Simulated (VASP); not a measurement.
# Mg2Sb3 (P-3m1) in VASP: single point with PBEsol

Aim: the single point of Mg2Sb3 with PBEsol.

Everything below comes from runs of VASP 6.6.1. Logs are shortened: lines on timing, memory, paths and dates and some standing lists are left out, and cuts for length are marked.

### 1 The cell of the first run

The structure is trigonal, space group P-3m1 (No. 164). Conventional cell: a = 4.695 Å, b = 4.695 Å, c = 7.490 Å, α = 90.00°, β = 90.00°, γ = 120.00°. Within 3.9 Å of Mg (site symmetry 3m) lie 7 Sb at 2.98 to 3.32 Å and 3 Mg at 3.67 Å. Sb (site symmetry 3m) has 3 Sb at 2.97 Å and 4 Mg at 3.11 to 3.32 Å within 3.9 Å. Sb (site symmetry -3m) has 6 Mg at 2.98 Å within 3.9 Å.

### 2 Single point, PBEsol

Contents of INCAR:

```
SYSTEM = Mg2Sb3
PREC = Accurate
ENCUT = 520
EDIFF = 1E-6
ISMEAR = 0
SIGMA = 0.05
LREAL = .False.
LASPH = .True.
NELM = 80
ALGO = Normal
ISIF = 2
LWAVE = .False.
LCHARG = .True.
GGA = PS
LELF = .True.
LVHAR = .True.
NBANDS = 18
```

Contents of KPOINTS:

```
regular mesh
0
Gamma
  6 6 3
  0 0 0
```

Contents of POSCAR:

```
Mg2Sb3
1.0
    4.6953620000      0.0000000000      0.0000000000
   -2.3476810000      4.0663030000      0.0000000000
    0.0000000000      0.0000000000      7.4903250000
Mg Sb
2 3
Direct
    0.3333330000      0.6666670000      0.1648330000
    0.6666670000      0.3333330000      0.8351670000
    0.3333330000      0.6666670000      0.5802750000
    0.6666670000      0.3333330000      0.4197250000
    0.0000000000      0.0000000000      0.0000000000
```

Potentials or basis: VASP PAW PBE potentials, release 64 (Mg, Sb).

Run with:

```sh
> cat potpaw_PBE.64/Mg/POTCAR potpaw_PBE.64/Sb/POTCAR > POTCAR
> mpirun -np 1 vasp_std > vasp.out
```

OUTCAR:

```text
SYSTEM = Mg2Sb3
   PREC = Accurate
   ENCUT = 520
   EDIFF = 1E-6
   ISMEAR = 0
   LREAL = .False.
   LASPH = .True.
   NELM = 80
   ISIF = 2
   GGA = PS

 ion  position               nearest neighbor table
   1  0.333  0.667  0.165-   5 2.98   5 2.98   5 2.98   3 3.11   4 3.32   4 3.32   4 3.32
   2  0.667  0.333  0.835-   5 2.98   5 2.98   5 2.98   4 3.11   3 3.32   3 3.32   3 3.32
   3  0.333  0.667  0.580-   4 2.97   4 2.97   4 2.97   1 3.11   2 3.32   2 3.32   2 3.32
   4  0.667  0.333  0.420-   3 2.97   3 2.97   3 2.97   2 3.11   1 3.32   1 3.32   1 3.32
   5  0.000  0.000  0.000-   1 2.98   2 2.98   2 2.98   1 2.98   2 2.98   1 2.98

  LATTYP: Found a hexagonal cell.
 ALAT       =     4.6953620000
 C/A-ratio  =     1.5952603867

  Lattice vectors:

 A1 = (   4.6953620000,   0.0000000000,   0.0000000000)
 A2 = (  -2.3476810000,   4.0663030000,   0.0000000000)
 A3 = (   0.0000000000,   0.0000000000,   7.4903250000)

Analysis of symmetry for initial positions (statically):
=====================================================================
 Subroutine PRICEL returns:
 Original cell was already a primitive cell.

 Routine SETGRP: Setting up the symmetry group for a
 hexagonal supercell.

 Subroutine GETGRP returns: Found 12 space group operations
 (whereof 12 operations were pure point group operations)
 out of a pool of 24 trial point group operations.

The static configuration has the point symmetry D_3d.

Analysis of symmetry for dynamics (positions and initial velocities):
=====================================================================
 Subroutine PRICEL returns:
 Original cell was already a primitive cell.

 Routine SETGRP: Setting up the symmetry group for a
 hexagonal supercell.

 Subroutine GETGRP returns: Found 12 space group operations
 (whereof 12 operations were pure point group operations)
 out of a pool of 24 trial point group operations.

The dynamic configuration has the point symmetry D_3d.

 Subroutine INISYM returns: Found 12 space group operations
 (whereof 12 operations are pure point group operations),
 and found     1 'primitive' translations

[... 90 lines left out ...]
   ENCUT  =  520.0 eV  38.22 Ry    6.18 a.u.   8.73  8.73 13.93*2*pi/ulx,y,z
   NELM   =     80;   NELMIN=  2; NELMDL= -5     # of ELM steps
   EDIFF  = 0.1E-05   stopping-criterion for ELM
   LREAL  =      F    real-space projection
   EDIFFG = 0.1E-04   stopping-criterion for IOM
   NSW    =      0    number of steps for IOM
   IBRION =     -1    ionic relax: 0-MD 1-quasi-New 2-CG
   NFREE  =      0    steps in history (QN), initial steepest desc. (CG)
   ISIF   =      2    stress and relaxation
   ISYM   =      2    0-nonsym 1-usesym 2-fastsym
   POTIM  = 0.5000    time-step for ionic-motion
   TEBEG  =    0.0;   TEEND  =   0.0 temperature during run
   PSTRESS=    0.0 pullay stress
   NELECT =      19.0000    total number of electrons
   NUPDOWN=      -1.0000    fix difference up-down
   EMIN   =  10.00;   EMAX   =-10.00  energy-range for DOS
   EFERMI =   0.00;   METHOD = LEGACY
   ISMEAR =     0;   SIGMA  =   0.05  broadening in eV -4-tet -1-fermi 0-gaus
   EFERMI_NEDOS =   21; number of points for ismear=-14 and -15
   IALGO  =     38    algorithm
   IMIX   =      4    mixing-type and parameters
     AMIX     =   0.40;   BMIX     =  1.00
     AMIX_MAG =   1.60;   BMIX_MAG =  1.00
  volume/ion in A,a.u.               =      28.60       193.02
  Fermi-wavevector in a.u.,A,eV,Ry     =   0.835352  1.578586  9.494323  0.697813
  Thomas-Fermi vector in A             =   1.948896
   LORBIT       =      0    0 simple, 1 ext, 2 COOP (PROOUT), +10 PAW based schemes
   GGA     = PS    functional components
   LHFCALC =     F    Hartree Fock is set to
   AEXX    =    0.0000 exact exchange contribution
   IVDW    =     0    specifies the selected vdW correction
   LEPSILON=     F    determine dielectric tensor
   LRPA    =     F    only Hartree local field effects (RPA)
 non-spin polarized calculation
 Gauss-broadening in eV      SIGMA  =   0.05
  energy-cutoff  :      520.00
  volume of cell :      143.01
 maximum number of plane-waves:      3864
 NGX is ok and might be reduce to    36
   NGX = 17   NGY = 17   NGZ = 27

 number of electron      19.0000001 magnetization

 Free energy of the ion-electron system (eV)
  ---------------------------------------------------
  ext. energy  EPLUGINS =         0.00000000
  ---------------------------------------------------
  free energy    TOTEN  =       -17.66064957 eV

  energy without entropy =      -17.65877753  energy(sigma->0) =      -17.65971355

 E-fermi :   5.2273     XC(G=0):  -9.0433

 val. band max:        5.1121468299   @ k =   0.1667   0.1667   0.3333
 cond. band min:       5.2510843498   @ k =   0.1667   0.1667   0.0000
 fundamental gap:      0.1389375199
 Fermi energy:         5.2272638583

 k-point     1 :       0.0000    0.0000    0.0000
  band No.  band energies     occupation
      1      -6.6819      2.00000
      2      -4.3117      2.00000
      3      -2.1117      2.00000
      4       1.6008      2.00000
      5       2.6073      2.00000
      6       2.6074      2.00000
[... 334 lines left out ...]
      5       0.6753      2.00000
      6       0.6753      2.00000
[... 10 lines left out ...]
     17       9.6908      0.00000
     18      10.6496      0.00000

------------------------ aborting loop because EDIFF is reached ----------------------------------------

  FORCE on cell =-STRESS in cart. coord.  units (eV):
  Direction    XX          YY          ZZ          XY          YZ          ZX
  --------------------------------------------------------------------------------------
  -------------------------------------------------------------------------------------
  Total       -1.0281351     -1.0281352     -1.9665822      0.0000000      0.0000000      0.0000000
  in kB      -11.5183771    -11.5183784    -22.0319632      0.0000000      0.0000000      0.0000000
  external PRESSURE =     -15.0229062 kB  Pullay stress =       0.0000000 kB

 VOLUME and BASIS-vectors are now :
 -----------------------------------------------------------------------------
  energy-cutoff  :      520.00
  volume of cell :      143.01
      direct lattice vectors                 reciprocal lattice vectors
     4.695362000  0.000000000  0.000000000     0.212976124  0.122961816  0.000000000
    -2.347681000  4.066303000  0.000000000     0.000000000  0.245923631  0.000000000
     0.000000000  0.000000000  7.490325000     0.000000000  0.000000000  0.133505555

 POSITION                                       TOTAL-FORCE (eV/Angst)
 -----------------------------------------------------------------------------------
     -0.00000      2.71087      1.23465        -0.000000     -0.000000     -0.034732
      2.34768      1.35543      6.25567        -0.000000      0.000000      0.034732
     -0.00000      2.71087      4.34645         0.000000      0.000000      0.008808
      2.34768      1.35543      3.14388         0.000000      0.000000     -0.008808
      0.00000      0.00000      0.00000        -0.000000      0.000000      0.000000
 -----------------------------------------------------------------------------------
    total drift:                                0.000000      0.000000      0.000000

  FREE ENERGIE OF THE ION-ELECTRON SYSTEM (eV)
  ---------------------------------------------------
  free  energy   TOTEN  =       -17.6606495735 eV

  energy  without entropy=      -17.6587775263  energy(sigma->0) =      -17.65971355
```

Run time: 43 s. Hardware: 1 thread of Intel Xeon Platinum 8375C at 2.90GHz (Ice Lake), shared host; peak memory 0.25 GiB.

What came out:

```yaml
Free_energy: -17.6606 eV
Pressure: -1.5 GPa
Largest_force: 0.035 eV/Å
Band_gap_on_the_k_mesh: zero (an odd number of electrons rules out a gap without spin polarisation)
```

Forces on the atoms (eV/Å):
```
Mg   0.000  0.000 -0.035
Mg   0.000  0.000  0.035
Sb   0.000  0.000  0.009
Sb   0.000  0.000 -0.009
Sb   0.000  0.000  0.000
```

Levels at points of the mesh, in eV from the Fermi level:
```csv
k point,band 7,band 8,band 9,band 10,band 11,band 12,band 13,band 14
"(0.00, 0.00, 0.00)",-1.09,-1.09,-0.93,-0.22,0.82,0.82,1.46,2.87
"(0.50, 0.00, 0.00)",-3.45,-1.65,-1.01,-0.62,0.23,1.14,2.81,4.12
```

Caveat: the PAW data sets were made with another functional, which shifts forces and pressure a little; spin-orbit coupling is left out, which moves the levels of the heavy elements.
